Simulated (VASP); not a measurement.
# Sb (P6_3/mmc) in VASP: a series of runs, part 2 of 2

VASP 6.6.1. Earlier steps stand in the parts before.

**3. Single point, LDA (volume scaled by 0.58)**

File INCAR:

```
PREC = Accurate
ENCUT = 520
EDIFF = 1E-6
ISMEAR = -1
SIGMA = 0.05
LREAL = F
LASPH = T
NELM = 60
ALGO = Normal
ISIF = 2
LWAVE = F
LCHARG = T
GGA = CA
LELF = T
LVHAR = T
NBANDS = 12
```

File KPOINTS:

```
Automatic mesh
0
Gamma
  14 14 8
```

File POSCAR:

```
Sb
1.0
    2.8019391937      0.0000000000      0.0000000000
   -1.4009695969      2.4265505216      0.0000000000
    0.0000000000      0.0000000000      4.3805766436
Sb
2
Direct
    0.3333333333      0.6666666667      0.2500000000
    0.6666666667      0.3333333333      0.7500000000
```

Potentials or basis: VASP PAW LDA potentials, release 64 (Sb).

Started as:

```bash
cat potpaw_LDA.64/Sb/POTCAR > POTCAR
mpirun -np 1 vasp_std > vasp.out
```

OUTCAR:

```text
PREC = Accurate
   ENCUT = 520
   EDIFF = 1E-6
   ISMEAR = -1
   LREAL = F
   LASPH = T
   NELM = 60
   ISIF = 2
   GGA = CA

 ion  position               nearest neighbor table
   1  0.333  0.667  0.250-   2 2.72   2 2.72   2 2.72   2 2.72   2 2.72   2 2.72
   2  0.667  0.333  0.750-   1 2.72   1 2.72   1 2.72   1 2.72   1 2.72   1 2.72

  LATTYP: Found a hexagonal cell.
 ALAT       =     2.8019391937
 C/A-ratio  =     1.5634088896

  Lattice vectors:

 A1 = (   2.8019391937,   0.0000000000,   0.0000000000)
 A2 = (  -1.4009695969,   2.4265505216,   0.0000000000)
 A3 = (   0.0000000000,   0.0000000000,   4.3805766436)

Analysis of symmetry for initial positions (statically):
=====================================================================
 Subroutine PRICEL returns:
 Original cell was already a primitive cell.

 Routine SETGRP: Setting up the symmetry group for a
 hexagonal supercell.

 Subroutine GETGRP returns: Found 24 space group operations
 (whereof 12 operations were pure point group operations)
 out of a pool of 24 trial point group operations.

The static configuration has the point symmetry D_3d.
 The point group associated with its full space group is D_6h.

Analysis of symmetry for dynamics (positions and initial velocities):
=====================================================================
 Subroutine PRICEL returns:
 Original cell was already a primitive cell.

 Routine SETGRP: Setting up the symmetry group for a
 hexagonal supercell.

 Subroutine GETGRP returns: Found 24 space group operations
 (whereof 12 operations were pure point group operations)
 out of a pool of 24 trial point group operations.

The dynamic configuration has the point symmetry D_3d.
 The point group associated with its full space group is D_6h.

 Subroutine INISYM returns: Found 24 space group operations
 (whereof 12 operations are pure point group operations),
 and found     1 'primitive' translations

----------------------------------------------------------------------------------------

[... 123 lines left out ...]
 non-spin polarized calculation
  energy-cutoff  :      520.00
  volume of cell :       29.78
 maximum number of plane-waves:       816
 NGX is ok and might be reduce to    24
   NGX = 11   NGY = 11   NGZ = 17

 number of electron      10.0000000 magnetization

 number of electron       9.9999999 magnetization

 Free energy of the ion-electron system (eV)
  ---------------------------------------------------
  ext. energy  EPLUGINS =         0.00000000
  ---------------------------------------------------
  free energy    TOTEN  =        -3.53117469 eV

  energy without entropy =       -3.52293070  energy(sigma->0) =       -3.52705270

 E-fermi :  18.8850     XC(G=0): -13.1090

 val. band max:       18.8671924618   @ k =   0.3571   0.2143   0.1250
 cond. band min:      18.8867267189   @ k =   0.2143   0.0000   0.5000
 fundamental gap:      0.0195342571
 Fermi energy:        18.8849760134

 k-point     1 :       0.0000    0.0000    0.0000
  band No.  band energies     occupation
      1      -0.5834      2.00000
      2       8.2793      2.00000
      3       8.3070      2.00000
      4      24.7373      0.00000
      5      24.7373      0.00000
      6      27.1945      0.00000
      7      27.2692      0.00000
      8      27.2692      0.00000
      9      28.0875      0.00000
     10      30.2157      0.00000
     11      32.0483      0.00000
     12      32.1162      0.00000
[... 331 lines left out ...]
 k-point    24 :       0.3571    0.2857    0.0000
  band No.  band energies     occupation
      1       7.8342      2.00000
      2       8.5807      2.00000
      3      10.7884      2.00000
      4      16.2784      2.00000
      5      16.4273      2.00000
      6      16.7201      2.00000
      7      17.4987      2.00000
      8      18.5038      1.99902
      9      21.2827      0.00000
     10      31.8489      0.00000
     11      33.9741      0.00000
     12      34.2331      0.00000

 [... further k-points ...]

------------------------ aborting loop because EDIFF is reached ----------------------------------------

  FORCE on cell =-STRESS in cart. coord.  units (eV):
  Direction    XX          YY          ZZ          XY          YZ          ZX
  --------------------------------------------------------------------------------------
  -------------------------------------------------------------------------------------
  Total       25.8259552     25.8259552     25.9119037     -0.0000000     -0.0000000      0.0000000
  in kB     1389.2731712   1389.2731712   1393.8966566     -0.0000000     -0.0000000      0.0000000
  external PRESSURE =    1390.8143330 kB  Pullay stress =       0.0000000 kB

 VOLUME and BASIS-vectors are now :
 -----------------------------------------------------------------------------
  energy-cutoff  :      520.00
  volume of cell :       29.78
      direct lattice vectors                 reciprocal lattice vectors
     2.801939194  0.000000000  0.000000000     0.356895682  0.206053818  0.000000000
    -1.400969597  2.426550522  0.000000000     0.000000000  0.412107636  0.000000000
     0.000000000  0.000000000  4.380576644     0.000000000  0.000000000  0.228280448

 POSITION                                       TOTAL-FORCE (eV/Angst)
 -----------------------------------------------------------------------------------
     -0.00000      1.61770      1.09514        -0.000000     -0.000000      0.000000
      1.40097      0.80885      3.28543         0.000000      0.000000      0.000000
 -----------------------------------------------------------------------------------
    total drift:                               -0.000000      0.000000      0.000000

  FREE ENERGIE OF THE ION-ELECTRON SYSTEM (eV)
  ---------------------------------------------------
  free  energy   TOTEN  =        -3.5311746917 eV

  energy  without entropy=       -3.5229306992  energy(sigma->0) =       -3.52705270
```

OSZICAR:

```text
N       E                     dE             d eps       ncg     rms          rms(c)
DAV:   1     0.486061745164E+02    0.48606E+02   -0.38443E+03  2880   0.704E+02
DAV:   2    -0.188730199207E+01   -0.50493E+02   -0.48807E+02  3884   0.136E+02
DAV:   3    -0.368731017788E+01   -0.18000E+01   -0.17745E+01  3544   0.268E+01
DAV:   4    -0.370002878345E+01   -0.12719E-01   -0.12717E-01  3364   0.280E+00
DAV:   5    -0.370015135004E+01   -0.12257E-03   -0.12257E-03  3468   0.284E-01    0.801E+00
DAV:   6    -0.358947721446E+01    0.11067E+00   -0.11262E-02  3124   0.713E-01    0.496E+00
DAV:   7    -0.353183206182E+01    0.57645E-01   -0.21377E-02  3108   0.100E+00    0.804E-02
DAV:   8    -0.353117915139E+01    0.65291E-03   -0.10796E-03  3256   0.212E-01    0.240E-02
DAV:   9    -0.353117553410E+01    0.36173E-05   -0.22808E-05  3552   0.318E-02    0.800E-03
DAV:  10    -0.353117469170E+01    0.84241E-06   -0.44441E-07  2460   0.513E-03
   1 F= -.35311747E+01 E0= -.35270527E+01  d E =-.824399E-02
```

Run time: 16 s. Hardware: 1 thread of Intel Xeon 6975P-C, shared host; peak memory 0.16 GiB.

Results:

| Quantity | Value |
| --- | --- |
| Free energy | -3.5312 eV |
| Pressure | 139.1 GPa |
| Band gap on the k mesh | zero (band 5 reaches 26.48 eV, above the bottom of band 6 at 13.07 eV) |

Caveat: spin-orbit coupling is left out, which moves the levels of the heavy elements.
